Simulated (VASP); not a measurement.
Crystal: Eu.

```
CELL_PARAMETERS angstrom
-2.22747 2.22747 2.22747
2.22747 -2.22747 2.22747
2.22747 2.22747 -2.22747
ATOMIC_POSITIONS crystal
Eu 0.00000 0.00000 0.00000
```

Base run:

```yaml
Program: VASP 6.6.1
Functional: r2SCAN
Potentials_or_basis: VASP PAW PBE potentials, release 64 (Eu)
Cutoff: 520 eV
k_mesh: 10 × 10 × 10
Occupations: fermi-dirac, width 0.05 eV
Spin: collinear spin, ferromagnetic start
Starting_moments: "[7.31] μB"
```

Its results: pressure -0.4 GPa; net moment 7.70 μB per cell; site moments Eu +6.69 μB.

Q: The run is repeated on the same cell with these changes: k mesh from 10 × 10 × 10 to 4 × 4 × 4. What comes out?

A: Pressure 0.0 GPa; net moment 7.43 μB per cell; site moments Eu +6.64 μB.

Caveats: some runs use coarse meshes; the PAW data sets were made with another functional, which shifts forces and pressure a little.
